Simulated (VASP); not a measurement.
# ZnCu (Pm) in VASP: notebook

Runs on ZnCu. Level: PBE. Tasks: single point.

Program: VASP 6.6.1. These are calculated values, not measurements. Logs are shortened: lines on timing, memory, paths and dates and some standing lists are left out, and cuts for length are marked.

## (1) The cell of the first run

It takes space group Pm (No. 6, monoclinic). The conventional cell has a = 2.591 Å, b = 4.141 Å, c = 2.591 Å, α = 90.00°, β = 109.90°, γ = 90.00°. Zn (site symmetry m) has 8 Cu at 2.42 to 3.17 Å and 6 Zn at 2.59 to 2.98 Å within 3.2 Å. Cu (site symmetry m) has 8 Zn at 2.42 to 3.17 Å and 6 Cu at 2.59 to 2.98 Å within 3.2 Å.

## (2) Single point, PBE (all Cu atoms moved +0.375 Å, as atom 2 along Cartesian [1 1 0])

INCAR

```
PREC     = Accurate       # precision mode
ENCUT    = 520            # plane-wave cutoff, eV
EDIFF    = 1E-7           # SCF threshold, eV
ISMEAR   = 0              # smearing method
SIGMA    = 0.15           # smearing width, eV
LREAL    = False          # projectors in reciprocal space
LASPH    = True           # aspherical terms in the spheres
NELM     = 100            # most SCF steps
ALGO     = Normal         # electronic algorithm
ISIF     = 2              # what is computed and relaxed
LWAVE    = False          # write WAVECAR
LCHARG   = True           # write CHGCAR
GGA      = PE             # functional
LELF     = True           # ELF
LVHAR    = True         
NBANDS   = 18             # bands
```

KPOINTS

```
regular mesh
0
Gamma
  20 20 12
```

POSCAR

```
ZnCu
1.0
    1.4880390000     -2.1212790000      0.0000000000
    1.4880390000      2.1212790000      0.0000000000
    0.0000000000      0.0000000000      4.1407460000
Zn Cu
1 1
Direct
    0.5000000000      0.5000000000      0.5000000000
    0.0265976035      0.1516000398      0.0000000000
```

Potentials or basis: VASP PAW PBE potentials, release 64 (Zn, Cu).

Command:

```console
$ cat potpaw_PBE.64/Zn/POTCAR potpaw_PBE.64/Cu/POTCAR > POTCAR
$ mpirun -np 1 vasp_std > vasp.out
```

OUTCAR:

```text
PREC = Accurate
   ENCUT = 520
   EDIFF = 1E-7
   ISMEAR = 0
   LREAL = False
   LASPH = True
   NELM = 100
   ISIF = 2
   GGA = PE

 ion  position               nearest neighbor table
   1  0.500  0.500  0.500-   2 2.42   2 2.42   2 2.73   2 2.73   2 2.79   2 2.79
   2  0.027  0.152  0.000-   1 2.42   1 2.42   1 2.73   1 2.73   1 2.79   1 2.79

  LATTYP: Found a base centered orthorhombic cell.
 ALAT       =     2.9760780000
 B/A-ratio  =     1.4255533625
 C/A-ratio  =     1.3913432376

  Lattice vectors:

 A1 = (   1.4880390000,  -2.1212790000,   0.0000000000)
 A2 = (   1.4880390000,   2.1212790000,   0.0000000000)
 A3 = (   0.0000000000,   0.0000000000,   4.1407460000)

Analysis of symmetry for initial positions (statically):
=====================================================================
 Subroutine PRICEL returns:
 Original cell was already a primitive cell.

 Routine SETGRP: Setting up the symmetry group for a
 base centered orthorhombic supercell.

 Subroutine GETGRP returns: Found  2 space group operations
 (whereof  2 operations were pure point group operations)
 out of a pool of  8 trial point group operations.

The static configuration has the point symmetry C_1h.

Analysis of symmetry for dynamics (positions and initial velocities):
=====================================================================
 Subroutine PRICEL returns:
 Original cell was already a primitive cell.

 Routine SETGRP: Setting up the symmetry group for a
 base centered orthorhombic supercell.

 Subroutine GETGRP returns: Found  2 space group operations
 (whereof  2 operations were pure point group operations)
 out of a pool of  8 trial point group operations.

The dynamic configuration has the point symmetry C_1h.

 Subroutine INISYM returns: Found  2 space group operations
 (whereof  2 operations are pure point group operations),
 and found     1 'primitive' translations

----------------------------------------------------------------------------------------

                                     Primitive cell

  volume of cell :      26.1409

  direct lattice vectors                    reciprocal lattice vectors
     1.488039000 -2.121279000  0.000000000     0.336012699 -0.235706854  0.000000000
     1.488039000  2.121279000  0.000000000     0.336012699  0.235706854  0.000000000
     0.000000000  0.000000000  4.140746000     0.000000000  0.000000000  0.241502377

  length of vectors
     2.591155082  2.591155082  4.140746000     0.410441536  0.410441536  0.241502377

  position of ions in fractional coordinates (direct lattice)
     0.500000000  0.500000000  0.500000000
     0.026597604  0.151600040  0.000000000

  ion indices of the primitive-cell ions
   primitive index   ion index
                 1           1
                 2           2

----------------------------------------------------------------------------------------

 KPOINTS: regular mesh

Automatic generation of k-mesh.
 Grid dimensions read from file:
 generate k-points for:   20   20   12

 Generating k-lattice:

  Cartesian coordinates                     Fractional coordinates (reciprocal lattice)
     0.016800635 -0.011785343  0.000000000     0.050000000  0.000000000  0.000000000
     0.016800635  0.011785343  0.000000000     0.000000000  0.050000000  0.000000000
     0.000000000  0.000000000  0.020125198     0.000000000  0.000000000  0.083333333

  Length of vectors
     0.020522077  0.020522077  0.020125198

  Shift w.r.t. Gamma in fractional coordinates (k-lattice)
     0.000000000  0.000000000  0.000000000

 Subroutine IBZKPT returns following result:
 ===========================================

 Found   1414 irreducible k-points:

 Following reciprocal coordinates:
            Coordinates               Weight
  0.000000  0.000000  0.000000      1.000000
  0.050000  0.000000  0.000000      2.000000
  0.000000  0.050000  0.000000      2.000000
  0.100000 -0.000000  0.000000      2.000000
 -0.000000  0.100000  0.000000      2.000000
  0.150000  0.000000  0.000000      2.000000
[... 16 lines left out ...]
  0.100000  0.050000  0.000000      2.000000
  0.050000  0.100000  0.000000      2.000000
 [... further k-points ...]
   k-points           NKPTS =   1414   k-points in BZ     NKDIM =   1414   number of bands    NBANDS=     18
   number of dos      NEDOS =    301   number of ions     NIONS =      2
   total plane-waves  NPLWV =  12800
   dimension x,y,z NGX =    20 NGY =   20 NGZ =   32
   dimension x,y,z NGXF=    40 NGYF=   40 NGZF=   64
   ions per type =               1   1
   NGX,Y,Z   is equivalent  to a cutoff of  12.83, 12.83, 12.85 a.u.
   NGXF,Y,Z  is equivalent  to a cutoff of  25.66, 25.66, 25.70 a.u.
 SYSTEM =  unknown system
   PREC   = accura    normal or accurate (medium, high low for compatibility)
   ISTART =      0    job   : 0-new  1-cont  2-samecut
   ICHARG =      2    charge: 1-file 2-atom 10-const
   ISPIN  =      1    spin polarized calculation?
   LNONCOLLINEAR =      F non collinear calculations
   LSORBIT =      F    spin-orbit coupling
   LASPH  =      T    aspherical Exc in radial PAW
   ENCUT  =  520.0 eV  38.22 Ry    6.18 a.u.   4.82  4.82  7.70*2*pi/ulx,y,z
   NELM   =    100;   NELMIN=  2; NELMDL= -5     # of ELM steps
   EDIFF  = 0.1E-06   stopping-criterion for ELM
   LREAL  =      F    real-space projection
   EDIFFG = 0.1E-05   stopping-criterion for IOM
   NSW    =      0    number of steps for IOM
   IBRION =     -1    ionic relax: 0-MD 1-quasi-New 2-CG
   NFREE  =      0    steps in history (QN), initial steepest desc. (CG)
   ISIF   =      2    stress and relaxation
   ISYM   =      2    0-nonsym 1-usesym 2-fastsym
   POTIM  = 0.5000    time-step for ionic-motion
   TEBEG  =    0.0;   TEEND  =   0.0 temperature during run
   PSTRESS=    0.0 pullay stress
   NELECT =      23.0000    total number of electrons
   NUPDOWN=      -1.0000    fix difference up-down
   EMIN   =  10.00;   EMAX   =-10.00  energy-range for DOS
   EFERMI =   0.00;   METHOD = LEGACY
   ISMEAR =     0;   SIGMA  =   0.15  broadening in eV -4-tet -1-fermi 0-gaus
   EFERMI_NEDOS =   21; number of points for ismear=-14 and -15
   IALGO  =     38    algorithm
   IMIX   =      4    mixing-type and parameters
     AMIX     =   0.40;   BMIX     =  1.00
     AMIX_MAG =   1.60;   BMIX_MAG =  1.00
  volume/ion in A,a.u.               =      13.07        88.20
  Fermi-wavevector in a.u.,A,eV,Ry     =   1.568714  2.964440 33.482099  2.460865
  Thomas-Fermi vector in A             =   2.670704
   LORBIT       =      0    0 simple, 1 ext, 2 COOP (PROOUT), +10 PAW based schemes
   GGA     = PE    functional components
   LHFCALC =     F    Hartree Fock is set to
   AEXX    =    0.0000 exact exchange contribution
   IVDW    =     0    specifies the selected vdW correction
   LEPSILON=     F    determine dielectric tensor
   LRPA    =     F    only Hartree local field effects (RPA)
 non-spin polarized calculation
 Gauss-broadening in eV      SIGMA  =   0.15
  energy-cutoff  :      520.00
  volume of cell :       26.14
 maximum number of plane-waves:       728
   NGX =  9   NGY =  9   NGZ = 15

 number of electron      22.9999985 magnetization

 Free energy of the ion-electron system (eV)
  ---------------------------------------------------
  ext. energy  EPLUGINS =         0.00000000
  ---------------------------------------------------
  free energy    TOTEN  =        -4.84029883 eV

  energy without entropy =       -4.83339596  energy(sigma->0) =       -4.83684740

 E-fermi :   5.3190     XC(G=0): -12.2633

 val. band max:        5.3103566830   @ k =   0.0000   0.3000  -0.1667
 cond. band min:       5.3195395499   @ k =  -0.4500   0.0500   0.0000
 fundamental gap:      0.0091828669
 Fermi energy:         5.3190051645

 k-point     1 :       0.0000    0.0000    0.0000
  band No.  band energies     occupation
      1      -4.9188      2.00000
      2      -2.7609      2.00000
      3      -2.6213      2.00000
      4      -1.9185      2.00000
      5      -1.9069      2.00000
      6      -1.7347      2.00000
[... 10 lines left out ...]
     17      24.7632      0.00000
     18      28.4281      0.00000

 k-point     2 :       0.0500    0.0000    0.0000
  band No.  band energies     occupation
      1      -4.8520      2.00000
      2      -2.7453      2.00000
      3      -2.6155      2.00000
      4      -1.9322      2.00000
      5      -1.9069      2.00000
      6      -1.7433      2.00000
[... 10 lines left out ...]
     17      25.6634      0.00000
     18      27.4029      0.00000

 k-point     3 :       0.0000    0.0500    0.0000
  band No.  band energies     occupation
      1      -4.8527      2.00000
      2      -2.7465      2.00000
      3      -2.6136      2.00000
      4      -1.9285      2.00000
      5      -1.9070      2.00000
      6      -1.7468      2.00000
[... 10 lines left out ...]
     17      25.0198      0.00000
     18      27.6403      0.00000

 k-point     4 :       0.1000   -0.0000    0.0000
  band No.  band energies     occupation
      1      -4.6533      2.00000
      2      -2.7064      2.00000
      3      -2.5928      2.00000
      4      -1.9759      2.00000
      5      -1.9049      2.00000
      6      -1.7625      2.00000
[... 375 lines left out ...]
      4      -1.9556      2.00000
      5      -1.8871      2.00000
      6      -1.7505      2.00000
[... 10 lines left out ...]
     17      26.2450      0.00000
     18      26.7757      0.00000

 k-point    23 :       0.1000    0.0500    0.0000
  band No.  band energies     occupation
      1      -4.5001      2.00000
      2      -2.6770      2.00000
      3      -2.6093      2.00000
      4      -2.0067      2.00000
      5      -1.8666      2.00000
      6      -1.7690      2.00000
[... 10 lines left out ...]
     17      25.2562      0.00000
     18      25.7092      0.00000

 k-point    24 :       0.0500    0.1000    0.0000
  band No.  band energies     occupation
      1      -4.5026      2.00000
      2      -2.6810      2.00000
      3      -2.6027      2.00000
      4      -1.9995      2.00000
      5      -1.8668      2.00000
      6      -1.7760      2.00000
[... 10 lines left out ...]
     17      24.9932      0.00000
     18      26.3196      0.00000

 [... further k-points ...]
[... 5 lines left out ...]
  --------------------------------------------------------------------------------------
  -------------------------------------------------------------------------------------
  Total        0.2634799      0.1902113      0.8497197     -0.1247788      0.0000000      0.0000000
  in kB       16.1486914     11.6580572     52.0793545     -7.6476955      0.0000000      0.0000000
  external PRESSURE =      26.6287010 kB  Pullay stress =       0.0000000 kB

 VOLUME and BASIS-vectors are now :
 -----------------------------------------------------------------------------
  energy-cutoff  :      520.00
  volume of cell :       26.14
      direct lattice vectors                 reciprocal lattice vectors
     1.488039000 -2.121279000  0.000000000     0.336012699 -0.235706854  0.000000000
     1.488039000  2.121279000  0.000000000     0.336012699  0.235706854  0.000000000
     0.000000000  0.000000000  4.140746000     0.000000000  0.000000000  0.241502377

 POSITION                                       TOTAL-FORCE (eV/Angst)
 -----------------------------------------------------------------------------------
      1.48804      0.00000      2.07037         0.707460     -0.087748      0.000000
      0.26517      0.26517      0.00000        -0.707460      0.087748      0.000000
 -----------------------------------------------------------------------------------
    total drift:                               -0.000487      0.000038      0.000000

  FREE ENERGIE OF THE ION-ELECTRON SYSTEM (eV)
  ---------------------------------------------------
  free  energy   TOTEN  =        -4.8402988318 eV

  energy  without entropy=       -4.8333959618  energy(sigma->0) =       -4.83684740
```

Wall time 3.6 min (1 thread of Intel Xeon 6975P-C (Granite Rapids), shared host); peak memory 0.74 GiB.

Results:

```yaml
Free_energy: -4.8403 eV
Pressure: 2.7 GPa
Largest_force: 0.713 eV/Å
```

Forces in eV/Å, atoms in the order of the input:
```
Zn   0.707 -0.088  0.000
Cu  -0.707  0.088  0.000
```

Caveat: the cell differs from its parent crystal (all Cu atoms moved +0.375 Å, as atom 2 along Cartesian [1 1 0]).

[end of part 1 of 2]
